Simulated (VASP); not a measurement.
Ba2Nb:

```xyz
3
Lattice="0.0000 3.5471 3.5471 3.5471 0.0000 3.5471 3.5471 3.5471 0.0000" Properties=species:S:1:pos:R:3 pbc="T T T"
Ba    1.7736    1.7736    1.7736
Ba    5.3207    5.3207    5.3207
Nb    0.0000    0.0000    0.0000
```

* Program: VASP 6.6.1
* Task: relaxation of cell and atoms
* Functional: PBE
* Potentials or basis: VASP PAW PBE potentials, release 64 (Ba_sv, Nb_sv)
* Cutoff: 600 eV
* k mesh: 4 × 4 × 4
* Occupations: gaussian, width 0.1 eV
* Spin: no spin polarisation

At the start: pressure 9.8 GPa; volume 29.75 Å³/atom.

Question: How do energy, volume and symmetry change on relaxing?

Answer: Over 4 steps the energy falls by 360.1 meV/atom and the volume is 44.67 Å³/atom (+50.1 %); space group Fm-3m (No. 225, to 0.1 Å) before and after.

Step by step:
| step | energy change (eV) | largest force (eV/Å) | pressure (GPa) | volume (Å³) |
| --- | --- | --- | --- | --- |
| 1 | 0.0000 | 0.0000 | 9.75 | 89.26 |
| 2 | -0.9342 | 0.0000 | 2.71 | 114.76 |
| 3 | -1.0584 | 0.0000 | -0.84 | 141.99 |
| 4 | -1.0802 | 0.0000 | 0.00 | 134.02 |

Final structure:
```yaml
crystal:
  lattice:
    - [0.00000, 4.06172, 4.06172]
    - [4.06172, 0.00000, 4.06172]
    - [4.06172, 4.06172, 0.00000]
  atoms:
    - { symbol: Ba, position: [0.25000, 0.25000, 0.25000] }
    - { symbol: Ba, position: [0.75000, 0.75000, 0.75000] }
    - { symbol: Nb, position: [0.00000, 0.00000, 0.00000] }
```

Caveat: the k points lie up to 0.33 Å⁻¹ apart in the final cell, too coarse for converged energies and pressures of a metal; the volume moved by over 15 % at a fixed basis, so the end points are rough.
